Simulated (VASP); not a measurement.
# Si16O (a cell with a defect) in VASP: a series of runs

The runs below take Si16O (a cell with a defect) through single point, with PBE.

All numbers are computed with VASP 6.6.1; they aren't measurements. Logs are shortened: lines on timing, memory, paths and dates and some standing lists are left out, and cuts for length are marked.

## 1. The cell of the first run

The cell holds a defect, 17 atoms: a = 7.679 Å, b = 7.679 Å, c = 7.679 Å, α = 60.00°, β = 60.00°, γ = 60.00°.

## 2. Single point, PBE, collinear spin, zero start

Input file INCAR:

```
PREC = Accurate
ENCUT = 520
EDIFF = 1E-6
ISMEAR = 0
SIGMA = 0.05
LREAL = Auto
LASPH = True
NELM = 150
ALGO = Normal
ISIF = 2
LWAVE = False
LCHARG = False
ISPIN = 2
MAGMOM = 0 0 0 0 0 0 0 0 0 0 0 0 0 0 0 0 0
LORBIT = 11
GGA = PE
NBANDS = 53
```

Input file KPOINTS:

```
Automatic mesh
0
Gamma
  2 2 2
```

Input file POSCAR:

```
Si16O
1.0
    0.0000000000      5.4300000000      5.4300000000
    5.4300000000      0.0000000000      5.4300000000
    5.4300000000      5.4300000000      0.0000000000
Si O
16 1
Direct
    0.0004823204      0.0047031308      0.0004244936
    0.1142886740      0.1834956722      0.0823899632
   -0.0062448435      0.0456938306      0.4538612339
    0.1399294659      0.0828576427      0.6288552486
   -0.0192291897      0.5556612339     -0.0284976980
    0.1206316759      0.6289303867      0.1299195212
    0.0069316759      0.4535165746      0.5054079190
    0.1431919890      0.5762969613      0.6166450276
    0.4875019337      0.0138940147     -0.0010713628
    0.6256887661      0.1259434622      0.1229841621
    0.5142205341     -0.0167978821      0.4970317680
    0.6300131676      0.1144488950      0.6258840700
    0.4954707182      0.5004388582      0.0029918969
    0.6078822284      0.6382485267      0.1271135359
    0.5100938306      0.4838244015      0.5030439227
    0.6337054328      0.6078476059      0.6290691529
    0.0938472376      0.8102932781      0.4243181400
```

Potentials or basis: VASP PAW PBE potentials, release 64 (Si, O).

Command:

```sh
cat potpaw_PBE.64/Si/POTCAR potpaw_PBE.64/O/POTCAR > POTCAR
mpirun -np 1 vasp_std > vasp.out
```

OUTCAR:

```text
PREC = Accurate
   ENCUT = 520
   EDIFF = 1E-6
   ISMEAR = 0
   LREAL = Auto
   LASPH = True
   NELM = 150
   ISIF = 2
   ISPIN = 2
   LORBIT = 11
   GGA = PE

 ion  position               nearest neighbor table
   1  0.000  0.005  0.000-   4 2.35  10 2.35   6 2.36   2 2.38
   2  0.114  0.183  0.082-   3 2.33   5 2.34   9 2.36   1 2.38
   3  0.994  0.046  0.454-  17 1.66  12 2.31   4 2.32   2 2.33   8 2.94
   4  0.140  0.083  0.629-   3 2.32   7 2.33   1 2.35  11 2.35
   5  0.981  0.556  0.972-   8 2.32   2 2.34   6 2.35  14 2.36
   6  0.121  0.629  0.130-  13 2.35   5 2.35   1 2.36   7 2.38
   7  0.007  0.454  0.505-   8 2.32   4 2.33  16 2.35   6 2.38
   8  0.143  0.576  0.617-  17 1.67  15 2.32   5 2.32   7 2.32   3 2.94
   9  0.488  0.014  0.999-  12 2.34  10 2.35  14 2.36   2 2.36
  10  0.626  0.126  0.123-  13 2.35  11 2.35   9 2.35   1 2.35
  11  0.514  0.983  0.497-  10 2.35   4 2.35  16 2.35  12 2.36
  12  0.630  0.114  0.626-   3 2.31  15 2.32   9 2.34  11 2.36
  13  0.495  0.500  0.003-  16 2.35  10 2.35  14 2.35   6 2.35
  14  0.608  0.638  0.127-  13 2.35   9 2.36   5 2.36  15 2.37
  15  0.510  0.484  0.503-   8 2.32  12 2.32  16 2.34  14 2.37
  16  0.634  0.608  0.629-  15 2.34  13 2.35   7 2.35  11 2.35
  17  0.094  0.810  0.424-   3 1.66   8 1.67

  LATTYP: Found a face centered cubic cell.
 ALAT       =    10.8600000000

  Lattice vectors:

 A1 = (   0.0000000000,   5.4300000000,   5.4300000000)
 A2 = (   5.4300000000,   0.0000000000,   5.4300000000)
 A3 = (   5.4300000000,   5.4300000000,   0.0000000000)

Analysis of symmetry for initial positions (statically):
=====================================================================
 Subroutine PRICEL returns:
 Original cell was already a primitive cell.

 Routine SETGRP: Setting up the symmetry group for a
 face centered cubic supercell.

 Subroutine GETGRP returns: Found  1 space group operations
 (whereof  1 operations were pure point group operations)
 out of a pool of 48 trial point group operations.

The static configuration has the point symmetry C_1 .

Analysis of symmetry for dynamics (positions and initial velocities):
=====================================================================
 Subroutine PRICEL returns:
 Original cell was already a primitive cell.

 Routine SETGRP: Setting up the symmetry group for a
 face centered cubic supercell.

 Subroutine GETGRP returns: Found  1 space group operations
 (whereof  1 operations were pure point group operations)
 out of a pool of 48 trial point group operations.

The dynamic configuration has the point symmetry C_1 .

Analysis of structural, dynamic, and magnetic symmetry:
=====================================================================
 Subroutine PRICEL returns:
 Original cell was already a primitive cell.

 Routine SETGRP: Setting up the symmetry group for a
 face centered cubic supercell.

 Subroutine GETGRP returns: Found  1 space group operations
 (whereof  1 operations were pure point group operations)
 out of a pool of 48 trial point group operations.

The overall configuration has the point symmetry C_1 .

 Subroutine INISYM returns: Found  1 space group operations
 (whereof  1 operations are pure point group operations),
 and found     1 'primitive' translations

----------------------------------------------------------------------------------------

                                     Primitive cell

  volume of cell :     320.2060

  direct lattice vectors                    reciprocal lattice vectors
     0.000000000  5.430000000  5.430000000    -0.092081031  0.092081031  0.092081031
     5.430000000  0.000000000  5.430000000     0.092081031 -0.092081031  0.092081031
     5.430000000  5.430000000  0.000000000     0.092081031  0.092081031 -0.092081031

  length of vectors
     7.679179644  7.679179644  7.679179644     0.159489025  0.159489025  0.159489025

  position of ions in fractional coordinates (direct lattice)
     0.000482320  0.004703131  0.000424494
     0.114288674  0.183495672  0.082389963
     0.993755157  0.045693831  0.453861234
     0.139929466  0.082857643  0.628855249
     0.980770810  0.555661234  0.971502302
     0.120631676  0.628930387  0.129919521
[... 9 lines left out ...]
     0.633705433  0.607847606  0.629069153
     0.093847238  0.810293278  0.424318140

  ion indices of the primitive-cell ions
   primitive index   ion index
                 1           1
                 2           2
                 3           3
                 4           4
                 5           5
                 6           6
[... 9 lines left out ...]
                16          16
                17          17

----------------------------------------------------------------------------------------

 KPOINTS: Automatic mesh

Automatic generation of k-mesh.
 Grid dimensions read from file:
 generate k-points for:    2    2    2

 Generating k-lattice:

  Cartesian coordinates                     Fractional coordinates (reciprocal lattice)
    -0.046040516  0.046040516  0.046040516     0.500000000  0.000000000  0.000000000
     0.046040516 -0.046040516  0.046040516     0.000000000  0.500000000  0.000000000
     0.046040516  0.046040516 -0.046040516     0.000000000  0.000000000  0.500000000

  Length of vectors
     0.079744512  0.079744512  0.079744512

  Shift w.r.t. Gamma in fractional coordinates (k-lattice)
     0.000000000  0.000000000  0.000000000

 Subroutine IBZKPT returns following result:
 ===========================================

 Found      8 irreducible k-points:

 Following reciprocal coordinates:
            Coordinates               Weight
  0.000000  0.000000  0.000000      1.000000
  0.500000  0.000000  0.000000      1.000000
  0.000000  0.500000  0.000000      1.000000
  0.000000  0.000000  0.500000      1.000000
  0.500000  0.500000  0.500000      1.000000
  0.500000  0.500000  0.000000      1.000000
  0.000000  0.500000  0.500000      1.000000
  0.500000  0.000000  0.500000      1.000000
   k-points           NKPTS =      8   k-points in BZ     NKDIM =      8   number of bands    NBANDS=     53
   number of dos      NEDOS =    301   number of ions     NIONS =     17
   total plane-waves  NPLWV = 216000
   dimension x,y,z NGX =    60 NGY =   60 NGZ =   60
   dimension x,y,z NGXF=   120 NGYF=  120 NGZF=  120
   ions per type =              16   1
   NGX,Y,Z   is equivalent  to a cutoff of  12.99, 12.99, 12.99 a.u.
   NGXF,Y,Z  is equivalent  to a cutoff of  25.98, 25.98, 25.98 a.u.
 SYSTEM =  unknown system
   PREC   = accura    normal or accurate (medium, high low for compatibility)
   ISTART =      0    job   : 0-new  1-cont  2-samecut
   ICHARG =      2    charge: 1-file 2-atom 10-const
   ISPIN  =      2    spin polarized calculation?
   LNONCOLLINEAR =      F non collinear calculations
   LSORBIT =      F    spin-orbit coupling
   LASPH  =      T    aspherical Exc in radial PAW
   ENCUT  =  520.0 eV  38.22 Ry    6.18 a.u.  14.28 14.28 14.28*2*pi/ulx,y,z
   NELM   =    150;   NELMIN=  2; NELMDL= -5     # of ELM steps
   EDIFF  = 0.1E-05   stopping-criterion for ELM
   LREAL  =      T    real-space projection
   EDIFFG = 0.1E-04   stopping-criterion for IOM
   NSW    =      0    number of steps for IOM
   IBRION =     -1    ionic relax: 0-MD 1-quasi-New 2-CG
   NFREE  =      0    steps in history (QN), initial steepest desc. (CG)
   ISIF   =      2    stress and relaxation
   ISYM   =      2    0-nonsym 1-usesym 2-fastsym
   POTIM  = 0.5000    time-step for ionic-motion
   TEBEG  =    0.0;   TEEND  =   0.0 temperature during run
   PSTRESS=    0.0 pullay stress
   NELECT =      70.0000    total number of electrons
   NUPDOWN=      -1.0000    fix difference up-down
   EMIN   =  10.00;   EMAX   =-10.00  energy-range for DOS
   EFERMI =   0.00;   METHOD = LEGACY
   ISMEAR =     0;   SIGMA  =   0.05  broadening in eV -4-tet -1-fermi 0-gaus
   EFERMI_NEDOS =   21; number of points for ismear=-14 and -15
   IALGO  =     38    algorithm
   IMIX   =      4    mixing-type and parameters
     AMIX     =   0.40;   BMIX     =  1.00
     AMIX_MAG =   1.60;   BMIX_MAG =  1.00
  volume/ion in A,a.u.               =      18.84       127.11
  Fermi-wavevector in a.u.,A,eV,Ry     =   0.986199  1.863645 13.232857  0.972588
  Thomas-Fermi vector in A             =   2.117562
   LORBIT       =     11    0 simple, 1 ext, 2 COOP (PROOUT), +10 PAW based schemes
   GGA     = PE    functional components
   LHFCALC =     F    Hartree Fock is set to
   AEXX    =    0.0000 exact exchange contribution
   IVDW    =     0    specifies the selected vdW correction
   LEPSILON=     F    determine dielectric tensor
   LRPA    =     F    only Hartree local field effects (RPA)
 spin polarized calculation
 Gauss-broadening in eV      SIGMA  =   0.05
  energy-cutoff  :      520.00
  volume of cell :      320.21
 maximum number of plane-waves:      8646
 NGX is ok and might be reduce to    60
   NGX = 29   NGY = 29   NGZ = 29

 number of electron      70.0000000 magnetization       0.0000000

 number of electron      70.0000000 magnetization      -0.0000000

 Free energy of the ion-electron system (eV)
  ---------------------------------------------------
  ext. energy  EPLUGINS =         0.00000000
  ---------------------------------------------------
  free energy    TOTEN  =       -92.69161790 eV

  energy without entropy =      -92.69161790  energy(sigma->0) =      -92.69161790

 E-fermi :   6.1539     XC(G=0):  -9.5319

 val. band max:        5.8804459854   @ k =   0.0000   0.0000   0.0000
 cond. band min:       6.3734096742   @ k =   0.0000   0.0000   0.0000
 fundamental gap:      0.4929636888
 Fermi energy:         6.1539155800

 spin component 1

 k-point     1 :       0.0000    0.0000    0.0000
  band No.  band energies     occupation
      1     -14.4389      1.00000
      2      -5.8119      1.00000
      3      -4.3841      1.00000
      4      -3.6901      1.00000
      5      -3.6662      1.00000
      6      -3.3253      1.00000
[... 39 lines left out ...]
     46       8.6649      0.00000
     47       8.6932      0.00000
[... 308 lines left out ...]
      6      -3.9595      1.00000
[... 39 lines left out ...]
     46      10.2503      0.00000
     47      10.4541      0.00000
 Fermi energy:         6.1539155800

 spin component 2

 k-point     1 :       0.0000    0.0000    0.0000
  band No.  band energies     occupation
      1     -14.4389      1.00000
      2      -5.8119      1.00000
      3      -4.3841      1.00000
      4      -3.6901      1.00000
      5      -3.6662      1.00000
      6      -3.3253      1.00000
[... 39 lines left out ...]
     46       8.6649      0.00000
     47       8.6932      0.00000
[... 308 lines left out ...]
      6      -3.9595      1.00000
[... 39 lines left out ...]
     46      10.2503      0.00000
     47      10.4541      0.00000
 [bands above 47 left out]

------------------------ aborting loop because EDIFF is reached ----------------------------------------

  FORCE on cell =-STRESS in cart. coord.  units (eV):
  Direction    XX          YY          ZZ          XY          YZ          ZX
  --------------------------------------------------------------------------------------
  -------------------------------------------------------------------------------------
  Total        8.3995768      8.6544954      9.0612640     -3.0330715     -1.9474064      2.6624259
  in kB       42.0279787     43.3034852     45.3387853    -15.1762248     -9.7440092     13.3216685
  external PRESSURE =      43.5567497 kB  Pullay stress =       0.0000000 kB

 VOLUME and BASIS-vectors are now :
 -----------------------------------------------------------------------------
  energy-cutoff  :      520.00
  volume of cell :      320.21
      direct lattice vectors                 reciprocal lattice vectors
     0.000000000  5.430000000  5.430000000    -0.092081031  0.092081031  0.092081031
     5.430000000  0.000000000  5.430000000     0.092081031 -0.092081031  0.092081031
     5.430000000  5.430000000  0.000000000     0.092081031  0.092081031 -0.092081031

 POSITION                                       TOTAL-FORCE (eV/Angst)
 -----------------------------------------------------------------------------------
      0.02784      0.00492      0.02816        -0.001756      0.003953      0.000672
      1.44376      1.06796      1.61697        -0.000143      0.005020      0.000784
      2.71258      7.86056      5.64421         0.050508     -0.024943      0.032591
      3.86460      4.17450      1.20973        -0.006090      0.000896     -0.001285
      8.29250     10.60084      8.34283        -0.007259      0.002574     -0.000190
      4.12055      1.36049      4.07012        -0.002105      0.002491     -0.000839
[... 9 lines left out ...]
      6.71646      6.85687      6.74163        -0.001907      0.000558      0.002679
      6.70394      2.81364      4.90948        -0.016732     -0.030883     -0.012710
 -----------------------------------------------------------------------------------
    total drift:                                0.002692      0.002466     -0.008809

  FREE ENERGIE OF THE ION-ELECTRON SYSTEM (eV)
  ---------------------------------------------------
  free  energy   TOTEN  =       -92.6916178998 eV

  energy  without entropy=      -92.6916178998  energy(sigma->0) =      -92.69161790

 total charge

# of ion       s       p       d       tot
------------------------------------------
    1        0.744   0.939   0.000   1.683
    2        0.750   0.952   0.000   1.702
    3        0.742   0.945   0.000   1.687
    4        0.744   0.974   0.000   1.718
    5        0.746   0.965   0.000   1.711
    6        0.744   0.937   0.000   1.681
[... 9 lines left out ...]
   16        0.738   0.957   0.000   1.695
   17        1.576   3.599   0.000   5.175
--------------------------------------------------
tot         13.461  18.895   0.000  32.356

 magnetization (x)

# of ion       s       p       d       tot
------------------------------------------
    1       -0.000   0.000   0.000   0.000
    2        0.000   0.000   0.000   0.000
    3       -0.000   0.000   0.000  -0.000
    4        0.000   0.000   0.000   0.000
    5        0.000   0.000   0.000   0.000
    6        0.000   0.000   0.000   0.000
[... 9 lines left out ...]
   16        0.000   0.000   0.000   0.000
   17       -0.000  -0.000   0.000  -0.000
--------------------------------------------------
tot          0.000  -0.000   0.000  -0.000
```

Wall time 12 min (1 thread of Intel Xeon Platinum 8275CL at 3.00GHz (Skylake/Cascade Lake), shared host); peak memory 0.71 GiB.

What came out:

* Free energy: -92.6916 eV
* Pressure: 4.4 GPa
* Largest force: 0.065 eV/Å
* Band gap on the k mesh: 0.49 eV
* Net moment: 0.00 μB per cell
* Valence electrons inside the program's atomic spheres: Si 1.68, 1.70, 1.69, 1.72, 1.71 (each value once); O 5.17

Forces on the atoms (eV/Å):
```
Si  -0.002  0.004  0.001
Si   0.000  0.005  0.001
Si   0.051 -0.025  0.033
Si  -0.006  0.001 -0.001
Si  -0.007  0.003  0.000
Si  -0.002  0.002 -0.001
Si  -0.005 -0.001 -0.001
Si  -0.022  0.044 -0.036
Si   0.000 -0.002  0.003
Si   0.001  0.002  0.001
Si   0.000  0.003  0.002
Si   0.004  0.000  0.005
Si  -0.001  0.000  0.000
Si   0.000 -0.001  0.001
Si   0.008 -0.005  0.003
Si  -0.002  0.001  0.003
O   -0.017 -0.031 -0.013
```

Caveat: the k points lie up to 0.50 Å⁻¹ apart.

## 3. Single point, PBE, collinear spin, zero start

Input file INCAR:

```
PREC = Accurate ; ENCUT = 520
EDIFF = 1E-6 ; ISMEAR = 0
SIGMA = 0.05 ; LREAL = Auto
LASPH = True ; NELM = 150
ALGO = Normal ; ISIF = 2
LWAVE = False ; LCHARG = True
ISPIN = 2 ; MAGMOM = 0 0 0 0 0 0 0 0 0 0 0 0 0 0 0 0 0
LORBIT = 11 ; GGA = PE
LELF = True ; LVHAR = True
NBANDS = 53
```

Input file KPOINTS:

```
regular mesh
0
Gamma
  2 2 2
```

Input file POSCAR:

```
Si16O
1.0
    0.0000000000      5.4300000000      5.4300000000
    5.4300000000      0.0000000000      5.4300000000
    5.4300000000      5.4300000000      0.0000000000
Si O
16 1
Direct
   -0.0006926335      0.0074057090      0.0001882136
    0.1144393186      0.1851446593      0.0815076427
   -0.0031926335      0.0452633517      0.4530928177
    0.1367990792      0.0897462247      0.6283318600
   -0.0180167587      0.5575325967     -0.0290611418
    0.1207362799      0.6316248619      0.1298771639
    0.0051784530      0.4598589319      0.5055891344
    0.1478121547      0.5757040516      0.6166510129
    0.4878974217      0.0120324125     -0.0004493554
    0.6246154696      0.1262661142      0.1230307551
    0.5115976980     -0.0170787293      0.4970437385
    0.6343371087      0.1060067219      0.6268783610
    0.4954941989      0.5007582873      0.0036669429
    0.6095187845      0.6363248619      0.1285515654
    0.5156218232      0.4754424494      0.5044260589
    0.6317497238      0.6076127072      0.6298003683
    0.1138339779      0.8095343462      0.4203446593
```

Potentials or basis: VASP PAW PBE potentials, release 64 (Si, O).

Command:

```sh
cat potpaw_PBE.64/Si/POTCAR potpaw_PBE.64/O/POTCAR > POTCAR
mpirun -np 1 vasp_std > vasp.out
```

It took 11 min on 1 thread of Intel Xeon Platinum 8275CL at 3.00GHz (Skylake/Cascade Lake), shared host; peak memory 0.71 GiB.

Results (log left out):

```
Free energy                                           : -92.6869 eV
Pressure                                              : 4.4 GPa
Largest force                                         : 0.059 eV/Å
Band gap on the k mesh                                : 0.49 eV
Net moment                                            : 0.00 μB per cell
Valence electrons inside the program's atomic spheres : Si 1.68, 1.70, 1.69, 1.72, 1.71 (each value once); O 5.18
```

Forces on the atoms (eV/Å):
```
Si  -0.003  0.001  0.001
Si  -0.002  0.005  0.000
Si   0.048 -0.023  0.025
Si  -0.009  0.001 -0.003
Si  -0.007  0.002  0.001
Si   0.001  0.002 -0.001
Si  -0.003 -0.002 -0.001
Si  -0.019  0.037 -0.036
Si   0.003 -0.002  0.003
Si   0.001  0.002  0.002
Si  -0.001  0.004  0.000
Si   0.003 -0.001  0.005
Si  -0.002  0.001 -0.002
Si   0.001 -0.002  0.000
Si   0.011 -0.005  0.007
Si  -0.004  0.001  0.004
O   -0.020 -0.022 -0.004
```

Stress tensor (GPa, compression positive):
```
 4.22 -1.51  1.43
-1.51  4.41 -0.90
 1.43 -0.90  4.53
```

Levels at points of the mesh, in eV from the valence-band top:
Spin up:
| k point | band 32 | band 33 | band 34 | band 35 | band 36 | band 37 | band 38 | band 39 |
| --- | --- | --- | --- | --- | --- | --- | --- | --- |
| (0.00, 0.00, 0.00) | -0.93 | -0.32 | -0.06 | 0.00 | 0.49 | 0.79 | 0.82 | 0.99 |
| (0.50, 0.00, 0.00) | -1.23 | -0.76 | -0.62 | -0.56 | 1.25 | 1.46 | 1.61 | 1.68 |
| (0.00, 0.50, 0.00) | -0.73 | -0.70 | -0.62 | -0.06 | 1.16 | 1.47 | 1.51 | 1.60 |
| (0.00, 0.00, 0.50) | -1.20 | -0.82 | -0.64 | -0.50 | 1.29 | 1.45 | 1.60 | 1.71 |
| (0.50, 0.50, 0.50) | -1.23 | -0.77 | -0.59 | -0.57 | 1.31 | 1.44 | 1.60 | 1.71 |
| (0.50, 0.50, 0.00) | -1.38 | -1.31 | -1.06 | -0.89 | 1.40 | 1.48 | 2.32 | 2.41 |
| (0.00, 0.50, 0.50) | -1.44 | -1.29 | -1.18 | -0.25 | 1.18 | 1.47 | 2.32 | 2.37 |
| (0.50, 0.00, 0.50) | -1.42 | -1.28 | -1.13 | -0.75 | 1.36 | 1.47 | 2.32 | 2.43 |
Spin down:
```csv
k point,band 33,band 34,band 35,band 36,band 37,band 38
"(0.00, 0.00, 0.00)",-0.32,-0.06,0.00,0.49,0.79,0.82
"(0.50, 0.00, 0.00)",-0.76,-0.62,-0.56,1.25,1.46,1.61
"(0.00, 0.50, 0.00)",-0.70,-0.62,-0.06,1.16,1.47,1.51
"(0.00, 0.00, 0.50)",-0.82,-0.64,-0.50,1.29,1.45,1.60
"(0.50, 0.50, 0.50)",-0.77,-0.59,-0.57,1.31,1.44,1.60
"(0.50, 0.50, 0.00)",-1.31,-1.06,-0.89,1.40,1.48,2.32
"(0.00, 0.50, 0.50)",-1.29,-1.18,-0.25,1.18,1.47,2.32
"(0.50, 0.00, 0.50)",-1.28,-1.13,-0.75,1.36,1.47,2.32
```

Caveat: the k points lie up to 0.50 Å⁻¹ apart.
